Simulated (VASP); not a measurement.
# SiGeO4 (F-43m) in VASP: a series of runs

SiGeO4 is run at these levels: PBE; tasks: relaxation of the atoms.

Everything below comes from runs of VASP 6.6.1. Logs are shortened: lines on timing, memory, paths and dates and some standing lists are left out, and cuts for length are marked.

### 1 The cell of the first run

The structure is cubic, space group F-43m (No. 216). The conventional cell has a = 7.490 Å, b = 7.490 Å, c = 7.490 Å, α = 90.00°, β = 90.00°, γ = 90.00°. Si (site symmetry -43m) has 4 O at 1.57 Å within 2.1 Å. Ge (site symmetry -43m) has 4 O at 1.68 Å within 2.2 Å. O (site symmetry 3m) has 1 Si at 1.57 Å and 1 Ge at 1.68 Å within 2.1 Å.

### 2 Relaxation of the atoms, PBE (volume scaled by 0.91)

Input file INCAR:

```
SYSTEM = SiGeO4
ALGO = Normal
EDIFF = 1E-6
EDIFFG = -0.01
ENCUT = 520
GGA = PE
IBRION = 2
ISIF = 2
ISMEAR = 0
LASPH = .TRUE.
LCHARG = .FALSE.
LREAL = .FALSE.
LWAVE = .FALSE.
NELM = 60
NSW = 50
PREC = Accurate
SIGMA = 0.02
```

Input file KPOINTS:

```
k-points
0
G
  6 6 6
  0 0 0
```

Input file POSCAR:

```
SiGeO4
1.0
    0.0000000000      3.7451359313      3.7451359313
    3.7451359313      0.0000000000      3.7451359313
    3.7451359313      3.7451359313      0.0000000000
Si Ge O
1 1 4
Direct
    0.7500000000      0.7500000000      0.7500000000
    0.5000000000      0.5000000000      0.5000000000
    0.1124741129      0.6291752957      0.6291752957
    0.6291752957      0.1124741129      0.6291752957
    0.6291752957      0.6291752957      0.1124741129
    0.6291752957      0.6291752957      0.6291752957
```

Potentials or basis: VASP PAW PBE potentials, release 64 (Si, Ge_d, O).

Launch:

```bash
$ cat potpaw_PBE.64/Si/POTCAR potpaw_PBE.64/Ge_d/POTCAR potpaw_PBE.64/O/POTCAR > POTCAR
$ mpirun -np 1 vasp_std > vasp.out
```

OUTCAR:

```text
SYSTEM = SiGeO4
   EDIFF = 1E-6
   EDIFFG = -0.01
   ENCUT = 520
   GGA = PE
   IBRION = 2
   ISIF = 2
   ISMEAR = 0
   LASPH = .TRUE.
   LREAL = .FALSE.
   NELM = 60
   NSW = 50
   PREC = Accurate

 ion  position               nearest neighbor table
   1  0.750  0.750  0.750-   6 1.57   4 1.57   5 1.57   3 1.57
   2  0.500  0.500  0.500-   3 1.68   4 1.68   5 1.68   6 1.68
   3  0.112  0.629  0.629-   1 1.57   2 1.68
   4  0.629  0.112  0.629-   1 1.57   2 1.68
   5  0.629  0.629  0.112-   1 1.57   2 1.68
   6  0.629  0.629  0.629-   1 1.57   2 1.68

  LATTYP: Found a face centered cubic cell.
 ALAT       =     7.4902718626

  Lattice vectors:

 A1 = (   0.0000000000,   3.7451359313,   3.7451359313)
 A2 = (   3.7451359313,   0.0000000000,   3.7451359313)
 A3 = (   3.7451359313,   3.7451359313,   0.0000000000)

Analysis of symmetry for initial positions (statically):
=====================================================================
 Subroutine PRICEL returns:
 Original cell was already a primitive cell.

 Routine SETGRP: Setting up the symmetry group for a
 face centered cubic supercell.

 Subroutine GETGRP returns: Found 24 space group operations
 (whereof 24 operations were pure point group operations)
 out of a pool of 48 trial point group operations.

The static configuration has the point symmetry T_d .

Analysis of symmetry for dynamics (positions and initial velocities):
=====================================================================
 Subroutine PRICEL returns:
 Original cell was already a primitive cell.

 Routine SETGRP: Setting up the symmetry group for a
 face centered cubic supercell.

 Subroutine GETGRP returns: Found 24 space group operations
 (whereof 24 operations were pure point group operations)
 out of a pool of 48 trial point group operations.

The dynamic configuration has the point symmetry T_d .

 Subroutine INISYM returns: Found 24 space group operations
 (whereof 24 operations are pure point group operations),
 and found     1 'primitive' translations

----------------------------------------------------------------------------------------

                                     Primitive cell

  volume of cell :     105.0589

  direct lattice vectors                    reciprocal lattice vectors
     0.000000000  3.745135931  3.745135931    -0.133506503  0.133506503  0.133506503
     3.745135931  0.000000000  3.745135931     0.133506503 -0.133506503  0.133506503
     3.745135931  3.745135931  0.000000000     0.133506503  0.133506503 -0.133506503

  length of vectors
     5.296422027  5.296422027  5.296422027     0.231240046  0.231240046  0.231240046

  position of ions in fractional coordinates (direct lattice)
     0.750000000  0.750000000  0.750000000
     0.500000000  0.500000000  0.500000000
     0.112474113  0.629175296  0.629175296
     0.629175296  0.112474113  0.629175296
     0.629175296  0.629175296  0.112474113
     0.629175296  0.629175296  0.629175296

  ion indices of the primitive-cell ions
   primitive index   ion index
                 1           1
                 2           2
                 3           3
                 4           4
                 5           5
                 6           6

----------------------------------------------------------------------------------------

 KPOINTS: k-points

Automatic generation of k-mesh.
 Grid dimensions read from file:
 generate k-points for:    6    6    6

 Generating k-lattice:

  Cartesian coordinates                     Fractional coordinates (reciprocal lattice)
    -0.022251084  0.022251084  0.022251084     0.166666667  0.000000000  0.000000000
     0.022251084 -0.022251084  0.022251084     0.000000000  0.166666667  0.000000000
     0.022251084  0.022251084 -0.022251084     0.000000000  0.000000000  0.166666667

  Length of vectors
     0.038540008  0.038540008  0.038540008

  Shift w.r.t. Gamma in fractional coordinates (k-lattice)
     0.000000000  0.000000000  0.000000000

 Subroutine IBZKPT returns following result:
 ===========================================

 Found     16 irreducible k-points:

 Following reciprocal coordinates:
            Coordinates               Weight
  0.000000  0.000000  0.000000      1.000000
  0.166667  0.000000  0.000000      8.000000
  0.333333  0.000000  0.000000      8.000000
  0.500000  0.000000  0.000000      4.000000
  0.166667  0.166667  0.000000      6.000000
  0.333333  0.166667  0.000000     24.000000
[... 8 lines left out ...]
 -0.333333  0.333333  0.166667     24.000000
 -0.333333  0.500000  0.166667     12.000000
   k-points           NKPTS =     16   k-points in BZ     NKDIM =     16   number of bands    NBANDS=     25
   number of dos      NEDOS =    301   number of ions     NIONS =      6
   total plane-waves  NPLWV =  64000
   dimension x,y,z NGX =    40 NGY =   40 NGZ =   40
   dimension x,y,z NGXF=    80 NGYF=   80 NGZF=   80
   ions per type =               1   1   4
   NGX,Y,Z   is equivalent  to a cutoff of  12.56, 12.56, 12.56 a.u.
   NGXF,Y,Z  is equivalent  to a cutoff of  25.11, 25.11, 25.11 a.u.
 SYSTEM =  SiGeO4
   PREC   = accura    normal or accurate (medium, high low for compatibility)
   ISTART =      0    job   : 0-new  1-cont  2-samecut
   ICHARG =      2    charge: 1-file 2-atom 10-const
   ISPIN  =      1    spin polarized calculation?
   LNONCOLLINEAR =      F non collinear calculations
   LSORBIT =      F    spin-orbit coupling
   LASPH  =      T    aspherical Exc in radial PAW
   ENCUT  =  520.0 eV  38.22 Ry    6.18 a.u.   9.85  9.85  9.85*2*pi/ulx,y,z
   NELM   =     60;   NELMIN=  2; NELMDL= -5     # of ELM steps
   EDIFF  = 0.1E-05   stopping-criterion for ELM
   LREAL  =      F    real-space projection
   EDIFFG = -.1E-01   stopping-criterion for IOM
   NSW    =     50    number of steps for IOM
   IBRION =      2    ionic relax: 0-MD 1-quasi-New 2-CG
   NFREE  =      1    steps in history (QN), initial steepest desc. (CG)
   ISIF   =      2    stress and relaxation
   ISYM   =      2    0-nonsym 1-usesym 2-fastsym
   POTIM  = 0.5000    time-step for ionic-motion
   TEBEG  =    0.0;   TEEND  =   0.0 temperature during run
   PSTRESS=    0.0 pullay stress
   NELECT =      42.0000    total number of electrons
   NUPDOWN=      -1.0000    fix difference up-down
   EMIN   =  10.00;   EMAX   =-10.00  energy-range for DOS
   EFERMI =   0.00;   METHOD = LEGACY
   ISMEAR =     0;   SIGMA  =   0.02  broadening in eV -4-tet -1-fermi 0-gaus
   EFERMI_NEDOS =   21; number of points for ismear=-14 and -15
   IALGO  =     38    algorithm
   IMIX   =      4    mixing-type and parameters
     AMIX     =   0.40;   BMIX     =  1.00
     AMIX_MAG =   1.60;   BMIX_MAG =  1.00
  volume/ion in A,a.u.               =      17.51       118.16
  Fermi-wavevector in a.u.,A,eV,Ry     =   1.205999  2.279008 19.788776  1.454434
  Thomas-Fermi vector in A             =   2.341679
   LORBIT       =      0    0 simple, 1 ext, 2 COOP (PROOUT), +10 PAW based schemes
   GGA     = PE    functional components
   LHFCALC =     F    Hartree Fock is set to
   AEXX    =    0.0000 exact exchange contribution
   IVDW    =     0    specifies the selected vdW correction
   LEPSILON=     F    determine dielectric tensor
   LRPA    =     F    only Hartree local field effects (RPA)
 conjugate gradient relaxation of ions
 non-spin polarized calculation
 Gauss-broadening in eV      SIGMA  =   0.02
  energy-cutoff  :      520.00
  volume of cell :      105.06
 maximum number of plane-waves:      2838
   NGX = 19   NGY = 19   NGZ = 19

--------------------------------------- Ionic step        1  -------------------------------------------

 number of electron      42.0000010 magnetization

 Free energy of the ion-electron system (eV)
  ---------------------------------------------------
  ext. energy  EPLUGINS =         0.00000000
  ---------------------------------------------------
  free energy    TOTEN  =       -42.14009923 eV

  energy without entropy =      -42.14009923  energy(sigma->0) =      -42.14009923

------------------------ aborting loop because EDIFF is reached ----------------------------------------

  FORCE on cell =-STRESS in cart. coord.  units (eV):
  Direction    XX          YY          ZZ          XY          YZ          ZX
  --------------------------------------------------------------------------------------
  -------------------------------------------------------------------------------------
  Total        9.2358488      9.2358488      9.2358488      0.0000000     -0.0000000      0.0000000
  in kB      140.8492850    140.8492850    140.8492850      0.0000000     -0.0000000      0.0000000
  external PRESSURE =     140.8492850 kB  Pullay stress =       0.0000000 kB

 VOLUME and BASIS-vectors are now :
 -----------------------------------------------------------------------------
  energy-cutoff  :      520.00
  volume of cell :      105.06
      direct lattice vectors                 reciprocal lattice vectors
     0.000000000  3.745135931  3.745135931    -0.133506503  0.133506503  0.133506503
     3.745135931  0.000000000  3.745135931     0.133506503 -0.133506503  0.133506503
     3.745135931  3.745135931  0.000000000     0.133506503  0.133506503 -0.133506503

 POSITION                                       TOTAL-FORCE (eV/Angst)
 -----------------------------------------------------------------------------------
      5.61770      5.61770      5.61770         0.000000      0.000000      0.000000
      3.74514      3.74514      3.74514         0.000000      0.000000      0.000000
      4.71269      2.77758      2.77758        -0.116340      0.116340      0.116340
      2.77758      4.71269      2.77758         0.116340     -0.116340      0.116340
      2.77758      2.77758      4.71269         0.116340      0.116340     -0.116340
      4.71269      4.71269      4.71269        -0.116340     -0.116340     -0.116340
 -----------------------------------------------------------------------------------
    total drift:                                0.000002      0.000002      0.000004
[... 30 lines left out ...]
 POSITION                                       TOTAL-FORCE (eV/Angst)
 -----------------------------------------------------------------------------------
      5.61770      5.61770      5.61770        -0.000000     -0.000000     -0.000000
      3.74514      3.74514      3.74514        -0.000000     -0.000000     -0.000000
      4.70708      2.78319      2.78319         0.426867     -0.426867     -0.426867
      2.78319      4.70708      2.78319        -0.426867      0.426867     -0.426867
      2.78319      2.78319      4.70708        -0.426867     -0.426867      0.426867
      4.70708      4.70708      4.70708         0.426867      0.426867      0.426867
 -----------------------------------------------------------------------------------
    total drift:                                0.000004      0.000004      0.000005

  FREE ENERGIE OF THE ION-ELECTRON SYSTEM (eV)
  ---------------------------------------------------
  free  energy   TOTEN  =       -42.1296519276 eV

  energy  without entropy=      -42.1296519276  energy(sigma->0) =      -42.12965193

--------------------------------------- Ionic step        3  -------------------------------------------

 number of electron      42.0000010 magnetization

 Free energy of the ion-electron system (eV)
  ---------------------------------------------------
  ext. energy  EPLUGINS =         0.00000000
  ---------------------------------------------------
  free energy    TOTEN  =       -42.14093772 eV

  energy without entropy =      -42.14093772  energy(sigma->0) =      -42.14093772

 E-fermi :  -0.9749     XC(G=0):  -7.5910

 val. band max:       -1.0674806915   @ k =   0.5000   0.0000   0.0000
 cond. band min:       3.9209836939   @ k =   0.0000   0.0000   0.0000
 fundamental gap:      4.9884643854
 Fermi energy:        -0.9748952482

 k-point     1 :       0.0000    0.0000    0.0000
  band No.  band energies     occupation
      1     -24.3290      2.00000
      2     -24.3290      2.00000
      3     -24.3290      2.00000
      4     -23.9122      2.00000
      5     -23.9122      2.00000
      6     -20.5585      2.00000
[... 17 lines left out ...]
     24       7.9111      0.00000
     25       7.9111      0.00000

 k-point     2 :       0.1667    0.0000    0.0000
  band No.  band energies     occupation
      1     -24.3323      2.00000
      2     -24.3287      2.00000
      3     -24.3287      2.00000
      4     -23.9122      2.00000
      5     -23.9122      2.00000
      6     -20.4661      2.00000
[... 422 lines left out ...]
 VOLUME and BASIS-vectors are now :
 -----------------------------------------------------------------------------
  energy-cutoff  :      520.00
  volume of cell :      105.06
      direct lattice vectors                 reciprocal lattice vectors
     0.000000000  3.745135931  3.745135931    -0.133506503  0.133506503  0.133506503
     3.745135931  0.000000000  3.745135931     0.133506503 -0.133506503  0.133506503
     3.745135931  3.745135931  0.000000000     0.133506503  0.133506503 -0.133506503

 POSITION                                       TOTAL-FORCE (eV/Angst)
 -----------------------------------------------------------------------------------
      5.61770      5.61770      5.61770         0.000000      0.000000      0.000000
      3.74514      3.74514      3.74514         0.000000      0.000000      0.000000
      4.71149      2.77878      2.77878        -0.000864      0.000864      0.000864
      2.77878      4.71149      2.77878         0.000864     -0.000864      0.000864
      2.77878      2.77878      4.71149         0.000864      0.000864     -0.000864
      4.71149      4.71149      4.71149        -0.000864     -0.000864     -0.000864
 -----------------------------------------------------------------------------------
    total drift:                                0.000002      0.000002      0.000004

  FREE ENERGIE OF THE ION-ELECTRON SYSTEM (eV)
  ---------------------------------------------------
  free  energy   TOTEN  =       -42.1409377164 eV

  energy  without entropy=      -42.1409377164  energy(sigma->0) =      -42.14093772

 reached required accuracy - stopping structural energy minimisation
```

Run time: 94 s. Hardware: 1 thread of Intel Xeon Platinum 8259CL at 2.50GHz (Skylake/Cascade Lake), shared host; peak memory 0.25 GiB.

What came out:

```yaml
Free_energy: -42.1409 eV
Energy_gained_by_relaxing: 0.1 meV/atom
Ionic_steps: 3
Pressure_after_relaxing: 14.1 GPa
Band_gap_on_the_k_mesh: 4.99 eV, indirect (least direct gap 4.99 eV)
```

Step by step:
```
step  energy change (eV)  largest force (eV/Å)  pressure (GPa)
   1              0.0000                0.2015           14.08
   2              0.0104                0.7394           14.02
   3             -0.0008                0.0015           14.07
```

Final structure:
```xyz
6
Lattice="0.0000 3.7451 3.7451 3.7451 0.0000 3.7451 3.7451 3.7451 0.0000" Properties=species:S:1:pos:R:3 pbc="T T T"
Si    5.6177    5.6177    5.6177
Ge    3.7451    3.7451    3.7451
O     4.7115    2.7788    2.7788
O     2.7788    4.7115    2.7788
O     2.7788    2.7788    4.7115
O     4.7115    4.7115    4.7115
```

### 3 Relaxation of the atoms, PBE (volume scaled by 0.94)

Input file INCAR:

```
SYSTEM = SiGeO4
PREC     = Accurate       ! precision mode
ENCUT    = 520            ! plane-wave cutoff, eV
EDIFF    = 1E-6           ! SCF threshold, eV
ISMEAR   = 0              ! smearing method
SIGMA    = 0.02           ! smearing width, eV
LREAL    = .False.        ! projectors in reciprocal space
LASPH    = .True.         ! aspherical terms in the spheres
NELM     = 100            ! most SCF steps
ALGO     = Normal         ! electronic algorithm
ISIF     = 2              ! what is computed and relaxed
LWAVE    = .False.        ! write WAVECAR
LCHARG   = .False.        ! write CHGCAR
GGA      = PE             ! functional
IBRION   = 2              ! ionic algorithm
NSW      = 50             ! ionic steps
EDIFFG   = -0.01          ! ionic threshold
```

Input file KPOINTS:

```
regular mesh
0
Gamma
  6 6 6
  0 0 0
```

Input file POSCAR:

```
SiGeO4
1.0
    0.0000000000      3.7858471201      3.7858471201
    3.7858471201      0.0000000000      3.7858471201
    3.7858471201      3.7858471201      0.0000000000
Si Ge O
1 1 4
Direct
    0.7500000000      0.7500000000      0.7500000000
    0.5000000000      0.5000000000      0.5000000000
    0.1123461779      0.6292179407      0.6292179407
    0.6292179407      0.1123461779      0.6292179407
    0.6292179407      0.6292179407      0.1123461779
    0.6292179407      0.6292179407      0.6292179407
```

Potentials or basis: VASP PAW PBE potentials, release 64 (Si, Ge_d, O).

Launch:

```bash
$ cat potpaw_PBE.64/Si/POTCAR potpaw_PBE.64/Ge_d/POTCAR potpaw_PBE.64/O/POTCAR > POTCAR
$ mpirun -np 1 vasp_std > vasp.out
```

Wall time 92 s (1 thread of Intel Xeon Platinum 8259CL at 2.50GHz (Skylake/Cascade Lake), shared host); peak memory 0.26 GiB.

It converged, with:

```
Free energy               : -42.3872 eV
Energy gained by relaxing : 0.1 meV/atom
Ionic steps               : 3
Pressure after relaxing   : 8.5 GPa
Band gap on the k mesh    : 4.72 eV, indirect (least direct gap 4.72 eV)
```

The path:
```tsv
step	energy change (eV)	largest force (eV/Å)	pressure (GPa)
1	0.0000	0.1848	8.54
2	0.0074	0.6024	8.47
3	-0.0008	0.0014	8.52
```

Final structure:
```
CELL_PARAMETERS angstrom
0.00000 3.78585 3.78585
3.78585 0.00000 3.78585
3.78585 3.78585 0.00000
ATOMIC_POSITIONS crystal
Si 0.75000 0.75000 0.75000
Ge 0.50000 0.50000 0.50000
O 0.11283 0.62906 0.62906
O 0.62906 0.11283 0.62906
O 0.62906 0.62906 0.11283
O 0.62906 0.62906 0.62906
```

Levels at points of the mesh, in eV from the valence-band top:
```tsv
k point	band 19	band 20	band 21	band 22	band 23	band 24
(0.00, 0.00, 0.00)	-0.01	-0.01	-0.01	4.72	7.28	8.76
(0.50, 0.00, 0.00)	-0.69	-0.69	0.00	6.37	7.87	8.63
(0.50, 0.50, 0.00)	-0.84	-0.47	-0.47	7.33	7.94	9.00
```

 A k mesh can miss the band edges.
